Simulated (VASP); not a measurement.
A run of VASP 6.6.1:

File INCAR:

```
SYSTEM = SiC
ALGO = Normal ; EDIFF = 1E-7
EDIFFG = -0.002 ; ENCUT = 600
GGA = PS ; IBRION = 2
ISIF = 3 ; ISMEAR = 0
LASPH = .TRUE. ; LCHARG = .FALSE.
LREAL = .FALSE. ; LWAVE = .FALSE.
NELM = 60 ; NSW = 100
PREC = Accurate ; PSTRESS = -20.0
SIGMA = 0.01
```

Contents of KPOINTS:

```
k-points
0
G
  10 10 10
  0 0 0
```

File POSCAR:

```
SiC
1.0
    2.1784146558      2.1784146558      0.0000000000
   -2.1784146558      2.1784146558      0.0000000000
    0.0000000000      2.1784146558      2.1784146558
Si C
1 1
Direct
    0.0000000000      0.0000000000      0.0000000000
    0.7500000000      0.2500000000      0.5000000000
```

Potentials or basis: VASP PAW PBE potentials, release 64 (Si, C).

Command:

```console
$ cat potpaw_PBE.64/Si/POTCAR potpaw_PBE.64/C/POTCAR > POTCAR
$ mpirun -np 1 vasp_std > vasp.out
```

Hardware: 1 thread of Intel Xeon 6975P-C, on a shared host.

Task: Estimate the wall time of this run.

Result: It took 48 s on 1 thread of Intel Xeon 6975P-C, with other jobs on the host, peak memory 0.15 GiB. Counts: scf iterations 29, k points 47, ion steps 3.
